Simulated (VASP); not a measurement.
# H13O6F in VASP: notebook

The runs below take H13O6F through single point, with r2SCAN.

All numbers are computed with VASP 6.6.1; they aren't measurements. Logs are shortened: lines on timing, memory, paths and dates and some standing lists are left out, and cuts for length are marked.

**1. The cell of the first run**

The cell holds a disordered packing, 20 atoms: a = 6.528 Å, b = 6.528 Å, c = 6.528 Å, α = 90.00°, β = 90.00°, γ = 90.00°.

**2. Single point, r2SCAN**

POSCAR

```
H13O6F
1.0
    6.5280840000      0.0000000000      0.0000000000
    0.0000000000      6.5280840000      0.0000000000
    0.0000000000      0.0000000000      6.5280840000
O H F
6 13 1
Direct
    0.2042712686      0.0094821084      0.6478623743
    0.1267753295      0.3855802101      0.8414413785
    0.7792025960      0.5954733426      0.7780077585
    0.0031862335      0.2868376081      0.2132019135
    0.6020602676      0.2306496056      1.0941342054
    0.2982038834      0.9513664346      0.2451714776
    0.1940538755      0.1477156238      0.6996846242
    0.1228538113     -0.0625911064      0.7436638377
    0.0712307011      0.3371433333      0.9807318656
    0.2345558053      0.4867431240      0.8497286493
    0.7453182281      0.6419954155      0.6420260524
    0.9030367869      0.5013262697      0.7556734870
   -0.1310951268      0.2170621579      0.1733433577
    0.0925386377      0.1711681406      0.2420771546
    0.5862210106      0.2679499835      0.9565287456
    0.5111913388      0.1161749757      1.1240510998
    0.1999667896      0.8577555068      0.1900404468
    0.2704009323      0.9447029174      0.3887204883
    0.8871515746      0.7464058367     -0.1014999194
    0.9778979560      0.8335217500     -0.0221044950
```

INCAR.step1

```
SYSTEM = H13O6F
PREC = Accurate
ENCUT = 520
ISMEAR = -1
SIGMA = 0.02
LREAL = Auto
LASPH = .True.
NELM = 60
NBANDS = 44
GGA = PE
ALGO = Normal
EDIFF = 1E-4
LWAVE = .True.
LCHARG = .False.
```

INCAR.step2

```
SYSTEM = H13O6F
PREC = Accurate
ENCUT = 520
EDIFF = 1E-7
ISMEAR = -1
SIGMA = 0.02
LREAL = Auto
LASPH = .True.
NELM = 60
ALGO = Normal
ISIF = 2
LWAVE = .False.
LCHARG = .False.
METAGGA = R2SCAN
LMIXTAU = .True.
NBANDS = 44
ISTART = 1
```

KPOINTS

```
Automatic mesh
0
Gamma
  1 1 1
  0 0 0
```

Potentials or basis: VASP PAW PBE potentials, release 64 (O, H, F).

Started as:

```bash
$ cat potpaw_PBE.64/O/POTCAR potpaw_PBE.64/H/POTCAR potpaw_PBE.64/F/POTCAR > POTCAR
$ cp INCAR.step1 INCAR
$ mpirun -np 1 vasp_gam > vasp.out
$ cp INCAR.step2 INCAR
$ mpirun -np 1 vasp_gam > vasp.out
```

OUTCAR:

```text
SYSTEM = H13O6F
   PREC = Accurate
   ENCUT = 520
   EDIFF = 1E-7
   ISMEAR = -1
   LREAL = Auto
   LASPH = .True.
   NELM = 60
   ISIF = 2
   METAGGA = R2SCAN
   ISTART = 1

 ion  position               nearest neighbor table
   1  0.204  0.009  0.648-   8 0.95   7 0.97
   2  0.127  0.386  0.841-  10 0.97   9 1.03
   3  0.779  0.595  0.778-  11 0.96  12 1.03
   4  0.003  0.287  0.213-  14 0.97  13 1.02
   5  0.602  0.231  0.094-  15 0.94  16 0.97
   6  0.298  0.951  0.245-  18 0.96  17 0.96
   7  0.194  0.148  0.700-   1 0.97
   8  0.123  0.937  0.744-   1 0.95
   9  0.071  0.337  0.981-   2 1.03
  10  0.235  0.487  0.850-   2 0.97
  11  0.745  0.642  0.642-   3 0.96
  12  0.903  0.501  0.756-   3 1.03
  13  0.869  0.217  0.173-   4 1.02
  14  0.093  0.171  0.242-   4 0.97
  15  0.586  0.268  0.957-   5 0.94
  16  0.511  0.116  0.124-   5 0.97
  17  0.200  0.858  0.190-   6 0.96
  18  0.270  0.945  0.389-   6 0.96
  19  0.887  0.746  0.899-  20 0.97
  20  0.978  0.834  0.978-  19 0.97

  LATTYP: Found a simple cubic cell.
 ALAT       =     6.5280840000

  Lattice vectors:

 A1 = (   6.5280840000,   0.0000000000,   0.0000000000)
 A2 = (   0.0000000000,   6.5280840000,   0.0000000000)
 A3 = (   0.0000000000,   0.0000000000,   6.5280840000)

Analysis of symmetry for initial positions (statically):
=====================================================================
 Subroutine PRICEL returns:
 Original cell was already a primitive cell.

 Routine SETGRP: Setting up the symmetry group for a
 simple cubic supercell.

 Subroutine GETGRP returns: Found  1 space group operations
 (whereof  1 operations were pure point group operations)
 out of a pool of 48 trial point group operations.

The static configuration has the point symmetry C_1 .

Analysis of symmetry for dynamics (positions and initial velocities):
=====================================================================
 Subroutine PRICEL returns:
 Original cell was already a primitive cell.

 Routine SETGRP: Setting up the symmetry group for a
 simple cubic supercell.

 Subroutine GETGRP returns: Found  1 space group operations
 (whereof  1 operations were pure point group operations)
 out of a pool of 48 trial point group operations.

The dynamic configuration has the point symmetry C_1 .

 Subroutine INISYM returns: Found  1 space group operations
 (whereof  1 operations are pure point group operations),
 and found     1 'primitive' translations

----------------------------------------------------------------------------------------

                                     Primitive cell

  volume of cell :     278.2000

  direct lattice vectors                    reciprocal lattice vectors
     6.528084000  0.000000000  0.000000000     0.153184303  0.000000000  0.000000000
     0.000000000  6.528084000  0.000000000     0.000000000  0.153184303  0.000000000
     0.000000000  0.000000000  6.528084000     0.000000000  0.000000000  0.153184303

  length of vectors
     6.528084000  6.528084000  6.528084000     0.153184303  0.153184303  0.153184303

  position of ions in fractional coordinates (direct lattice)
     0.204271269  0.009482108  0.647862374
     0.126775329  0.385580210  0.841441379
     0.779202596  0.595473343  0.778007759
     0.003186234  0.286837608  0.213201914
     0.602060268  0.230649606  0.094134205
     0.298203883  0.951366435  0.245171478
[... 12 lines left out ...]
     0.887151575  0.746405837  0.898500081
     0.977897956  0.833521750  0.977895505

  ion indices of the primitive-cell ions
   primitive index   ion index
                 1           1
                 2           2
                 3           3
                 4           4
                 5           5
                 6           6
[... 12 lines left out ...]
                19          19
                20          20

----------------------------------------------------------------------------------------

 KPOINTS: Automatic mesh

Automatic generation of k-mesh.
 Grid dimensions read from file:
 generate k-points for:    1    1    1

 Generating k-lattice:

  Cartesian coordinates                     Fractional coordinates (reciprocal lattice)
     0.153184303  0.000000000  0.000000000     1.000000000  0.000000000  0.000000000
     0.000000000  0.153184303  0.000000000     0.000000000  1.000000000  0.000000000
     0.000000000  0.000000000  0.153184303     0.000000000  0.000000000  1.000000000

  Length of vectors
     0.153184303  0.153184303  0.153184303

  Shift w.r.t. Gamma in fractional coordinates (k-lattice)
     0.000000000  0.000000000  0.000000000

 Subroutine IBZKPT returns following result:
 ===========================================

 Found      1 irreducible k-points:

 Following reciprocal coordinates:
            Coordinates               Weight
  0.000000  0.000000  0.000000      1.000000
   k-points           NKPTS =      1   k-points in BZ     NKDIM =      1   number of bands    NBANDS=     44
   number of dos      NEDOS =    301   number of ions     NIONS =     20
   total plane-waves  NPLWV = 125000
   dimension x,y,z NGX =    50 NGY =   50 NGZ =   50
   dimension x,y,z NGXF=   100 NGYF=  100 NGZF=  100
   ions per type =               6  13   1
   NGX,Y,Z   is equivalent  to a cutoff of  12.73, 12.73, 12.73 a.u.
   NGXF,Y,Z  is equivalent  to a cutoff of  25.47, 25.47, 25.47 a.u.
 SYSTEM =  H13O6F
   PREC   = accura    normal or accurate (medium, high low for compatibility)
   ISTART =      1    job   : 0-new  1-cont  2-samecut
   ICHARG =      0    charge: 1-file 2-atom 10-const
   ISPIN  =      1    spin polarized calculation?
   LNONCOLLINEAR =      F non collinear calculations
   LSORBIT =      F    spin-orbit coupling
   LASPH  =      T    aspherical Exc in radial PAW
   ENCUT  =  520.0 eV  38.22 Ry    6.18 a.u.  12.14 12.14 12.14*2*pi/ulx,y,z
   NELM   =     60;   NELMIN=  2; NELMDL=  0     # of ELM steps
   EDIFF  = 0.1E-06   stopping-criterion for ELM
   LREAL  =      T    real-space projection
   EDIFFG = 0.1E-05   stopping-criterion for IOM
   NSW    =      0    number of steps for IOM
   IBRION =     -1    ionic relax: 0-MD 1-quasi-New 2-CG
   NFREE  =      0    steps in history (QN), initial steepest desc. (CG)
   ISIF   =      2    stress and relaxation
   ISYM   =      2    0-nonsym 1-usesym 2-fastsym
   POTIM  = 0.5000    time-step for ionic-motion
   TEBEG  =    0.0;   TEEND  =   0.0 temperature during run
   PSTRESS=    0.0 pullay stress
   NELECT =      56.0000    total number of electrons
   NUPDOWN=      -1.0000    fix difference up-down
   EMIN   =  10.00;   EMAX   =-10.00  energy-range for DOS
   EFERMI =   0.00;   METHOD = LEGACY
   ISMEAR =    -1;   SIGMA  =   0.02  broadening in eV -4-tet -1-fermi 0-gaus
   EFERMI_NEDOS =   21; number of points for ismear=-14 and -15
   IALGO  =     38    algorithm
   IMIX   =      4    mixing-type and parameters
     AMIX     =   0.40;   BMIX     =  1.00
     AMIX_MAG =   1.60;   BMIX_MAG =  1.00
  volume/ion in A,a.u.               =      13.91        93.87
  Fermi-wavevector in a.u.,A,eV,Ry     =   0.959441  1.813081 12.524540  0.920528
  Thomas-Fermi vector in A             =   2.088638
   LORBIT       =      0    0 simple, 1 ext, 2 COOP (PROOUT), +10 PAW based schemes
   METAGGA = R2SCAN    functional components
   LHFCALC =     F    Hartree Fock is set to
   AEXX    =    0.0000 exact exchange contribution
   IVDW    =     0    specifies the selected vdW correction
   LEPSILON=     F    determine dielectric tensor
   LRPA    =     F    only Hartree local field effects (RPA)
 non-spin polarized calculation
  energy-cutoff  :      520.00
  volume of cell :      278.20
 maximum number of plane-waves:      3749
 NGX is ok and might be reduce to    50
   NGX = 25   NGY = 25   NGZ = 25

 number of electron      56.0000000 magnetization

 Free energy of the ion-electron system (eV)
  ---------------------------------------------------
  ext. energy  EPLUGINS =         0.00000000
  ---------------------------------------------------
  free energy    TOTEN  =      -104.13683093 eV

  energy without entropy =     -104.13683093  energy(sigma->0) =     -104.13683093

 E-fermi :  -4.6671     XC(G=0):  -5.5586

 val. band max:       -5.1655268396   @ k =   0.0000   0.0000   0.0000
 cond. band min:       0.4398238894   @ k =   0.0000   0.0000   0.0000
 fundamental gap:      5.6053507290
 Fermi energy:        -4.6670931063

 k-point     1 :       0.0000    0.0000    0.0000
  band No.  band energies     occupation
      1     -28.8184      2.00000
      2     -25.3132      2.00000
      3     -24.7789      2.00000
      4     -24.5194      2.00000
      5     -24.4205      2.00000
      6     -24.2411      2.00000
[... 32 lines left out ...]
     39       6.5306      0.00000
     40       6.9605      0.00000
 [bands above 40 left out]

------------------------ aborting loop because EDIFF is reached ----------------------------------------

  FORCE on cell =-STRESS in cart. coord.  units (eV):
  Direction    XX          YY          ZZ          XY          YZ          ZX
  --------------------------------------------------------------------------------------
  -------------------------------------------------------------------------------------
  Total       -1.8424907      0.1743425      2.3416089      0.3678818      0.0323641      1.0699150
  in kB      -10.6110581      1.0040530     13.4855214      2.1186618      0.1863874      6.1617297
  external PRESSURE =       1.2928387 kB  Pullay stress =       0.0000000 kB

 VOLUME and BASIS-vectors are now :
 -----------------------------------------------------------------------------
  energy-cutoff  :      520.00
  volume of cell :      278.20
      direct lattice vectors                 reciprocal lattice vectors
     6.528084000  0.000000000  0.000000000     0.153184303  0.000000000  0.000000000
     0.000000000  6.528084000  0.000000000     0.000000000  0.153184303  0.000000000
     0.000000000  0.000000000  6.528084000     0.000000000  0.000000000  0.153184303

 POSITION                                       TOTAL-FORCE (eV/Angst)
 -----------------------------------------------------------------------------------
      1.33350      0.06190      4.22930         0.537992      0.171620     -0.752137
      0.82760      2.51710      5.49300        -0.548377     -0.460320     -0.368142
      5.08670      3.88730      5.07890         1.019424     -0.917772     -0.559915
      0.02080      1.87250      1.39180        -1.501832     -1.118844     -0.867577
      3.93030      1.50570      0.61452         0.387256     -0.540970      1.552472
      1.94670      6.21060      1.60050         0.252860      0.182757     -0.650376
[... 12 lines left out ...]
      5.79140      4.87260      5.86548        -0.650658     -0.621562     -0.340308
      6.38380      5.44130      6.38378         0.685984      0.764532      0.481265
 -----------------------------------------------------------------------------------
    total drift:                               -0.012766     -0.002931     -0.002139

  FREE ENERGIE OF THE ION-ELECTRON SYSTEM (eV)
  ---------------------------------------------------
  free  energy   TOTEN  =      -104.1368309258 eV

  energy  without entropy=     -104.1368309258  energy(sigma->0) =     -104.13683093
```

Wall time 1.9 min (1 thread of Intel Xeon Platinum 8488C (Sapphire Rapids), shared host); peak memory 0.36 GiB.

What came out:

| Item | Value |
| --- | --- |
| Free energy | -104.1368 eV |
| Pressure | 0.1 GPa |
| Largest force | 2.064 eV/Å |

Forces in eV/Å, atoms in the order of the input:
```
O    0.538  0.172 -0.752
O   -0.548 -0.460 -0.368
O    1.019 -0.918 -0.560
O   -1.502 -1.119 -0.868
O    0.387 -0.541  1.552
O    0.253  0.183 -0.650
H    0.035  0.638 -0.027
H   -0.599 -0.810  0.818
H    0.893  0.795 -0.028
H   -0.265 -0.206  0.584
H   -0.216  0.131 -0.112
H   -0.747  0.569  0.539
H    0.931  1.112  0.538
H    0.381  0.000  0.078
H   -0.248  0.302 -1.449
H   -0.160  0.075 -0.076
H   -0.291 -0.359 -0.715
H    0.103  0.295  1.357
H   -0.651 -0.622 -0.340
F    0.686  0.765  0.481
```

Stress tensor (GPa, compression positive):
```
-1.06  0.21  0.62
 0.21  0.10  0.02
 0.62  0.02  1.35
```

Caveat: the k points lie up to 0.96 Å⁻¹ apart; the PAW data sets were made with another functional, which shifts forces and pressure a little.

**3. Single point, r2SCAN**

POSCAR

```
H13O6F
1.0
    6.5280840000      0.0000000000      0.0000000000
    0.0000000000      6.5280840000      0.0000000000
    0.0000000000      0.0000000000      6.5280840000
O H F
6 13 1
Direct
    0.2035666208      0.0117951914      0.6466828552
    0.1300381551      0.3804485359      0.8373360392
    0.7831394326      0.5959328955      0.7814850422
   -0.0038449260      0.2886605013      0.2132938240
    0.5993489054      0.2320282643      1.0925257702
    0.2997204080      0.9454841574      0.2459067622
    0.1910208263      0.1509171757      0.7089063192
    0.1129581053     -0.0707864666      0.7237498782
    0.0828573897      0.3623268328      0.9836423673
    0.2506861125      0.4672887175      0.8587818417
    0.7364794938      0.6468819948      0.6510639263
    0.9032512449      0.5111607020      0.7585686704
   -0.1344958184      0.2269578639      0.1765449097
    0.1013926904      0.1852917334      0.2390900607
    0.5924402934      0.2522179555      0.9490839885
    0.5143316171      0.1106603408      1.1130218300
    0.1957082660      0.8615697960      0.1877273638
    0.2742918136      0.9541390705      0.3960426980
    0.8734875348      0.7405695147     -0.0971801221
    0.9734402927      0.8334298394     -0.0200977806
```

INCAR.step1

```
SYSTEM = H13O6F
ALGO = Normal
EDIFF = 1E-4
ENCUT = 520
GGA = PE
ISMEAR = -1
LASPH = .TRUE.
LCHARG = .FALSE.
LREAL = Auto
LWAVE = .TRUE.
NBANDS = 44
NELM = 60
PREC = Accurate
SIGMA = 0.02
```

INCAR.step2

```
SYSTEM = H13O6F
ALGO = Normal
EDIFF = 1E-6
ENCUT = 520
ISIF = 2
ISMEAR = -1
ISTART = 1
LASPH = .TRUE.
LCHARG = .FALSE.
LMIXTAU = .TRUE.
LREAL = Auto
LWAVE = .FALSE.
METAGGA = R2SCAN
NBANDS = 44
NELM = 60
PREC = Accurate
SIGMA = 0.02
```

KPOINTS

```
k-points
0
G
  1 1 1
  0 0 0
```

Potentials or basis: VASP PAW PBE potentials, release 64 (O, H, F).

Started as:

```bash
$ cat potpaw_PBE.64/O/POTCAR potpaw_PBE.64/H/POTCAR potpaw_PBE.64/F/POTCAR > POTCAR
$ cp INCAR.step1 INCAR
$ mpirun -np 1 vasp_gam > vasp.out
$ cp INCAR.step2 INCAR
$ mpirun -np 1 vasp_gam > vasp.out
```

OUTCAR:

```text
SYSTEM = H13O6F
   EDIFF = 1E-6
   ENCUT = 520
   ISIF = 2
   ISMEAR = -1
   ISTART = 1
   LASPH = .TRUE.
   LREAL = Auto
   METAGGA = R2SCAN
   NELM = 60
   PREC = Accurate

 ion  position               nearest neighbor table
   1  0.204  0.012  0.647-   8 0.95   7 1.00
   2  0.130  0.380  0.837-  10 0.98   9 1.01
   3  0.783  0.596  0.781-  11 0.96  12 0.97  19 1.37
   4  0.996  0.289  0.213-  13 0.97  14 0.98
   5  0.599  0.232  0.093-  15 0.95  16 0.98
   6  0.300  0.945  0.246-  17 0.95  18 1.00
   7  0.191  0.151  0.709-   1 1.00
   8  0.113  0.929  0.724-   1 0.95
   9  0.083  0.362  0.984-   2 1.01
  10  0.251  0.467  0.859-   2 0.98
  11  0.736  0.647  0.651-   3 0.96
  12  0.903  0.511  0.759-   3 0.97
  13  0.866  0.227  0.177-   4 0.97
  14  0.101  0.185  0.239-   4 0.98
  15  0.592  0.252  0.949-   5 0.95
  16  0.514  0.111  0.113-   5 0.98
  17  0.196  0.862  0.188-   6 0.95
  18  0.274  0.954  0.396-   6 1.00
  19  0.873  0.741  0.903-  20 1.02   3 1.37
  20  0.973  0.833  0.980-  19 1.02

  LATTYP: Found a simple cubic cell.
[... 198 lines left out ...]
 fundamental gap:      5.4226563863
 Fermi energy:        -4.4397435638

 k-point     1 :       0.0000    0.0000    0.0000
  band No.  band energies     occupation
      1     -28.1630      2.00000
      2     -25.9203      2.00000
      3     -24.9158      2.00000
      4     -24.5265      2.00000
      5     -24.2036      2.00000
      6     -23.9354      2.00000
[... 32 lines left out ...]
     39       6.6434      0.00000
     40       7.0048      0.00000
 [bands above 40 left out]

------------------------ aborting loop because EDIFF is reached ----------------------------------------

  FORCE on cell =-STRESS in cart. coord.  units (eV):
  Direction    XX          YY          ZZ          XY          YZ          ZX
  --------------------------------------------------------------------------------------
  -------------------------------------------------------------------------------------
  Total       -0.4619098      0.0553680     -0.3230387      0.7353525     -0.8860358     -0.2809489
  in kB       -2.6601769      0.3188688     -1.8604068      4.2349565     -5.1027540     -1.6180084
  external PRESSURE =      -1.4005716 kB  Pullay stress =       0.0000000 kB

 VOLUME and BASIS-vectors are now :
 -----------------------------------------------------------------------------
  energy-cutoff  :      520.00
  volume of cell :      278.20
      direct lattice vectors                 reciprocal lattice vectors
     6.528084000  0.000000000  0.000000000     0.153184303  0.000000000  0.000000000
     0.000000000  6.528084000  0.000000000     0.000000000  0.153184303  0.000000000
     0.000000000  0.000000000  6.528084000     0.000000000  0.000000000  0.153184303

 POSITION                                       TOTAL-FORCE (eV/Angst)
 -----------------------------------------------------------------------------------
      1.32890      0.07700      4.22160         0.737365      1.322479     -0.455281
      0.84890      2.48360      5.46620         0.637076      0.728402      0.631626
      5.11240      3.89030      5.10160        -0.773102      0.181303     -0.063163
      6.50298      1.88440      1.39240         0.675892      0.427597     -0.137851
      3.91260      1.51470      0.60402        -0.147634     -0.542485      0.620186
      1.95660      6.17220      1.60530         0.616864      0.700820      0.875577
[... 12 lines left out ...]
      5.70220      4.83450      5.89368         0.395817      0.269650      0.293400
      6.35470      5.44070      6.39688        -0.179829      0.015281     -0.109035
 -----------------------------------------------------------------------------------
    total drift:                                0.003970     -0.001545     -0.004704

  FREE ENERGIE OF THE ION-ELECTRON SYSTEM (eV)
  ---------------------------------------------------
  free  energy   TOTEN  =      -104.2185153372 eV

  energy  without entropy=     -104.2185153372  energy(sigma->0) =     -104.21851534
```

Run time: 2 min. Hardware: 1 thread of Intel Xeon Platinum 8488C (Sapphire Rapids), shared host; peak memory 0.36 GiB.

What came out:

| Property | Result |
| --- | --- |
| Free energy | -104.2185 eV |
| Pressure | -0.1 GPa |
| Largest force | 1.581 eV/Å |

Forces on the atoms (eV/Å):
```
O    0.737  1.322 -0.455
O    0.637  0.728  0.632
O   -0.773  0.181 -0.063
O    0.676  0.428 -0.138
O   -0.148 -0.542  0.620
O    0.617  0.701  0.876
H   -0.070 -0.769 -0.331
H   -0.648 -0.603  0.842
H   -0.207 -0.442 -0.050
H   -0.492 -0.275 -0.378
H   -0.022  0.001 -0.132
H    0.671 -0.549 -0.101
H   -0.141 -0.205  0.064
H   -0.453 -0.172 -0.076
H    0.144  0.343 -1.001
H   -0.124  0.053  0.432
H   -0.625 -0.453 -0.382
H    0.005 -0.033 -0.542
H    0.396  0.270  0.293
F   -0.180  0.015 -0.109
```

Stress tensor (GPa, compression positive):
```
-0.27  0.42 -0.16
 0.42  0.03 -0.51
-0.16 -0.51 -0.19
```

Caveat: the k points lie up to 0.96 Å⁻¹ apart; the PAW data sets were made with another functional, which shifts forces and pressure a little.

[end of part 1 of 2]
